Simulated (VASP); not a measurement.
# Os3C2 (Pm-3m) in VASP: single point with PBE

Aim: the single point of Os3C2 with PBE.

All numbers are computed with VASP 6.6.1; they aren't measurements. Logs are shortened: lines on timing, memory, paths and dates and some standing lists are left out, and cuts for length are marked.

### 1 The cell of the first run

The structure is cubic, space group Pm-3m (No. 221). The conventional cell has a = 4.003 Å, b = 4.003 Å, c = 4.003 Å, α = 90.00°, β = 90.00°, γ = 90.00°. Within 2.7 Å of Os (site symmetry 4/mmm) lie 2 C at 2.00 Å. C (site symmetry m-3m) has 12 Os at 2.83 Å and 8 C at 3.47 Å within 3.7 Å. C (site symmetry m-3m) has 6 Os at 2.00 Å within 2.7 Å.

### 2 Single point, PBE

The input, POSCAR:

```
Os3C2
1.0
    4.0032890892      0.0000000000      0.0000000000
    0.0000000000      4.0032890892      0.0000000000
    0.0000000000      0.0000000000      4.0032890892
Os C
3 2
Direct
    0.5000000000      0.0000000000      0.0000000000
    0.0000000000      0.5000000000      0.0000000000
    0.0000000000      0.0000000000      0.5000000000
    0.5000000000      0.5000000000      0.5000000000
    0.0000000000      0.0000000000      0.0000000000
```

The input, INCAR.step1:

```
SYSTEM = Os3C2
  PREC = Accurate
  ENCUT = 520
  EDIFF = 1E-6
  ISMEAR = 0
  SIGMA = 0.1
  LREAL = .False.
  LASPH = .True.
  NELM = 100
  ALGO = Normal
  ISIF = 2
  LWAVE = .False.
  LCHARG = .True.
  LMAXMIX = 4
  GGA = PE
  NBANDS = 24
```

The input, KPOINTS.step1:

```
regular mesh
0
Gamma
  10 10 10
  0 0 0
```

The input, INCAR.step2:

```
SYSTEM = Os3C2
  PREC = Accurate
  ENCUT = 520
  EDIFF = 1E-6
  ISMEAR = -5
  SIGMA = 0.1
  LREAL = .False.
  LASPH = .True.
  NELM = 100
  ALGO = Normal
  ISIF = 2
  LWAVE = .False.
  LCHARG = .False.
  LMAXMIX = 4
  GGA = PE
  LORBIT = 11
  NEDOS = 1001
  ICHARG = 11
```

The input, KPOINTS.step2:

```
regular mesh
0
Gamma
  15 15 15
  0 0 0
```

Potentials or basis: VASP PAW PBE potentials, release 64 (Os, C).

On the command line:

```
$ cat potpaw_PBE.64/Os/POTCAR potpaw_PBE.64/C/POTCAR > POTCAR
$ cp INCAR.step1 INCAR
$ cp KPOINTS.step1 KPOINTS
$ mpirun -np 1 vasp_std > vasp.out
$ cp INCAR.step2 INCAR
$ cp KPOINTS.step2 KPOINTS
$ mpirun -np 1 vasp_std > vasp.out
```

OUTCAR:

```text
SYSTEM = Os3C2
   PREC = Accurate
   ENCUT = 520
   EDIFF = 1E-6
   ISMEAR = -5
   LREAL = .False.
   LASPH = .True.
   NELM = 100
   ISIF = 2
   GGA = PE
   LORBIT = 11
   ICHARG = 11

 ion  position               nearest neighbor table
   1  0.500  0.000  0.000-   5 2.00   5 2.00   2 2.83   3 2.83   2 2.83   2 2.83   3 2.83   3 2.83
                             3 2.83   2 2.83
   2  0.000  0.500  0.000-   5 2.00   5 2.00   1 2.83   3 2.83   1 2.83   3 2.83   3 2.83   3 2.83
                             1 2.83   1 2.83
   3  0.000  0.000  0.500-   5 2.00   5 2.00   1 2.83   1 2.83   2 2.83   2 2.83   2 2.83   2 2.83
                             1 2.83   1 2.83
   4  0.500  0.500  0.500-
   5  0.000  0.000  0.000-   1 2.00   2 2.00   3 2.00   3 2.00   2 2.00   1 2.00

  LATTYP: Found a simple cubic cell.
 ALAT       =     4.0032890892

  Lattice vectors:

 A1 = (   4.0032890892,   0.0000000000,   0.0000000000)
 A2 = (   0.0000000000,   4.0032890892,   0.0000000000)
 A3 = (   0.0000000000,   0.0000000000,   4.0032890892)

Analysis of symmetry for initial positions (statically):
=====================================================================
 Subroutine PRICEL returns:
 Original cell was already a primitive cell.

 Routine SETGRP: Setting up the symmetry group for a
 simple cubic supercell.

 Subroutine GETGRP returns: Found 48 space group operations
 (whereof 48 operations were pure point group operations)
 out of a pool of 48 trial point group operations.

The static configuration has the point symmetry O_h .

Analysis of symmetry for dynamics (positions and initial velocities):
=====================================================================
 Subroutine PRICEL returns:
 Original cell was already a primitive cell.

 Routine SETGRP: Setting up the symmetry group for a
 simple cubic supercell.

 Subroutine GETGRP returns: Found 48 space group operations
 (whereof 48 operations were pure point group operations)
 out of a pool of 48 trial point group operations.

The dynamic configuration has the point symmetry O_h .

 Subroutine INISYM returns: Found 48 space group operations
 (whereof 48 operations are pure point group operations),
 and found     1 'primitive' translations

[... 107 lines left out ...]
   NFREE  =      0    steps in history (QN), initial steepest desc. (CG)
   ISIF   =      2    stress and relaxation
   ISYM   =      2    0-nonsym 1-usesym 2-fastsym
   POTIM  = 0.5000    time-step for ionic-motion
   TEBEG  =    0.0;   TEEND  =   0.0 temperature during run
   PSTRESS=    0.0 pullay stress
   NELECT =      32.0000    total number of electrons
   NUPDOWN=      -1.0000    fix difference up-down
   EMIN   =  10.00;   EMAX   =-10.00  energy-range for DOS
   EFERMI =   0.00;   METHOD = LEGACY
   ISMEAR =    -5;   SIGMA  =   0.10  broadening in eV -4-tet -1-fermi 0-gaus
   EFERMI_NEDOS =   21; number of points for ismear=-14 and -15
   IALGO  =     38    algorithm
   IMIX   =      4    mixing-type and parameters
     AMIX     =   0.40;   BMIX     =  1.00
     AMIX_MAG =   1.60;   BMIX_MAG =  1.00
  volume/ion in A,a.u.               =      12.83        86.59
  Fermi-wavevector in a.u.,A,eV,Ry     =   1.298298  2.453428 22.933693  1.685579
  Thomas-Fermi vector in A             =   2.429636
   LORBIT       =     11    0 simple, 1 ext, 2 COOP (PROOUT), +10 PAW based schemes
   GGA     = PE    functional components
   LHFCALC =     F    Hartree Fock is set to
   AEXX    =    0.0000 exact exchange contribution
   IVDW    =     0    specifies the selected vdW correction
   LEPSILON=     F    determine dielectric tensor
   LRPA    =     F    only Hartree local field effects (RPA)
 non-spin polarized calculation
 Fermi weights with tetrahedron method with Bloechl corrections
  energy-cutoff  :      520.00
  volume of cell :       64.16
 maximum number of plane-waves:      1755
 NGX is ok and might be reduce to    30

 number of electron      31.9999998 magnetization

 Free energy of the ion-electron system (eV)
  ---------------------------------------------------
  ext. energy  EPLUGINS =         0.00000000
  ---------------------------------------------------
  free energy    TOTEN  =       -42.82645643 eV

  energy without entropy =      -42.82645643  energy(sigma->0) =      -42.82645643

 E-fermi :   7.1848     XC(G=0): -12.8053

 val. band max:        7.2603351903   @ k =   0.2667   0.2000   0.0000
 cond. band min:       7.1756796535   @ k =   0.4667   0.2000   0.0667
 fundamental gap:     -0.0846555368
 Fermi energy:         7.1847529279

 k-point     1 :       0.0000    0.0000    0.0000
  band No.  band energies     occupation
      1      -8.7577      2.00000
      2      -3.7823      2.00000
      3       1.7443      2.00000
      4       1.7443      2.00000
      5       1.7443      2.00000
      6       2.7196      2.00000
[... 541 lines left out ...]
     19       8.7133      0.00000
     20       8.8030      0.00000

 [... further k-points ...]

------------------------ aborting loop because EDIFF is reached ----------------------------------------

  FORCE on cell =-STRESS in cart. coord.  units (eV):
  Direction    XX          YY          ZZ          XY          YZ          ZX
  --------------------------------------------------------------------------------------
  -------------------------------------------------------------------------------------
  Total        0.7429552      0.7429552      0.7429552      0.0000000     -0.0000000     -0.0000000
  in kB       18.5533510     18.5533510     18.5533510      0.0000000     -0.0000000     -0.0000000
  external PRESSURE =      18.5533510 kB  Pullay stress =       0.0000000 kB

 VOLUME and BASIS-vectors are now :
 -----------------------------------------------------------------------------
  energy-cutoff  :      520.00
  volume of cell :       64.16
      direct lattice vectors                 reciprocal lattice vectors
     4.003289089  0.000000000  0.000000000     0.249794601  0.000000000  0.000000000
     0.000000000  4.003289089  0.000000000     0.000000000  0.249794601  0.000000000
     0.000000000  0.000000000  4.003289089     0.000000000  0.000000000  0.249794601

 POSITION                                       TOTAL-FORCE (eV/Angst)
 -----------------------------------------------------------------------------------
      2.00164      0.00000      0.00000         0.000000      0.000000      0.000000
      0.00000      2.00164      0.00000         0.000000      0.000000      0.000000
      0.00000      0.00000      2.00164         0.000000      0.000000      0.000000
      2.00164      2.00164      2.00164         0.000000      0.000000      0.000000
      0.00000      0.00000      0.00000         0.000000      0.000000      0.000000
 -----------------------------------------------------------------------------------
    total drift:                                0.000000     -0.000000      0.000000

  FREE ENERGIE OF THE ION-ELECTRON SYSTEM (eV)
  ---------------------------------------------------
  free  energy   TOTEN  =       -42.8264564349 eV

  energy  without entropy=      -42.8264564349  energy(sigma->0) =      -42.82645643

 total charge

# of ion       s       p       d       tot
------------------------------------------
    1        0.584   0.654   6.074   7.312
    2        0.584   0.654   6.074   7.312
    3        0.584   0.654   6.074   7.312
    4        1.086   0.914   0.000   2.000
    5        0.885   1.688   0.000   2.572
--------------------------------------------------
tot          3.722   4.564  18.222  26.509
```

OUTCAR.step1:

```text
SYSTEM = Os3C2
   PREC = Accurate
   ENCUT = 520
   EDIFF = 1E-6
   ISMEAR = 0
   LREAL = .False.
[... 885 lines left out ...]
      0.00000      0.00000      2.00164         0.000000      0.000000      0.000000
      2.00164      2.00164      2.00164         0.000000      0.000000      0.000000
      0.00000      0.00000      0.00000         0.000000      0.000000      0.000000
 -----------------------------------------------------------------------------------
    total drift:                                0.000000     -0.000000      0.000000

  FREE ENERGIE OF THE ION-ELECTRON SYSTEM (eV)
  ---------------------------------------------------
  free  energy   TOTEN  =       -42.8349280672 eV

  energy  without entropy=      -42.8091155850  energy(sigma->0) =      -42.82202183
```

Wall time 80 s (1 thread of AMD EPYC 9R45 (Zen 5), shared host); peak memory 0.23 GiB.

What came out:

| Quantity | Value |
| --- | --- |
| Valence electrons inside the program's atomic spheres | Os 7.31; C 2.00, 2.57 |

Levels at points of the mesh, in eV from the Fermi level:
| k point | band 13 | band 14 | band 15 | band 16 | band 17 | band 18 | band 19 | band 20 |
| --- | --- | --- | --- | --- | --- | --- | --- | --- |
| (0.00, 0.00, 0.00) | -0.79 | -0.79 | -0.74 | -0.74 | -0.74 | -0.51 | -0.51 | 1.97 |

Caveat: spin-orbit coupling is left out, which moves the levels of the heavy elements.
